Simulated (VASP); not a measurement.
Wanted: the native input for a VASP 6.6.1 run.

```yaml
Task: single point
Functional: PBEsol
Potentials_or_basis: VASP PAW PBE potentials, release 64 (Al, Co)
Cutoff: 520 eV
k_mesh: 16 × 16 × 16
Occupations: gaussian, width 0.15 eV
Spin: no spin polarisation
Dipole_correction: no
Further_INCAR_settings: ALGO = Normal; EDIFF = 1e-06; NBANDS = 13
```

The structure of AlCo lies in POSCAR:

```
AlCo
1.0
    2.7066270816      0.0000000000      0.0000000000
    0.0000000000      2.7066270816      0.0000000000
    0.0000000000      0.0000000000      2.8194032100
Al Co
1 1
Direct
    0.0000000000      0.0000000000      0.0000000000
    0.5000000000      0.5000000000      0.5000000000
```

This cell differs from its parent crystal: strain -0.040 along x and y, +0.000 along z.

The input as run:

INCAR

```
SYSTEM = AlCo
  PREC = Accurate
  ENCUT = 520
  EDIFF = 1E-6
  ISMEAR = 0
  SIGMA = 0.15
  LREAL = .FALSE.
  LASPH = .TRUE.
  NELM = 100
  ALGO = Normal
  ISIF = 2
  LWAVE = .FALSE.
  LCHARG = .FALSE.
  GGA = PS
  NBANDS = 13
```

KPOINTS

```
regular mesh
0
G
  16 16 16
  0 0 0
```

Potentials or basis: VASP PAW PBE potentials, release 64 (Al, Co).

Run with:

```bash
$ cat potpaw_PBE.64/Al/POTCAR potpaw_PBE.64/Co/POTCAR > POTCAR
$ mpirun -np 1 vasp_std > vasp.out
```

It gave:

| Item | Value |
| --- | --- |
| Pressure | 20.2 GPa |
| Band gap on the k mesh | zero (band 6 reaches 14.31 eV, above the bottom of band 7 at 11.71 eV) |

Caveat: the cell differs from its parent crystal (strain -0.040 along x and y, +0.000 along z); the PAW data sets were made with another functional, which shifts forces and pressure a little.

It took 2.1 min on 1 thread of AMD EPYC 7R13, on a shared host, peak memory 0.2 GiB.
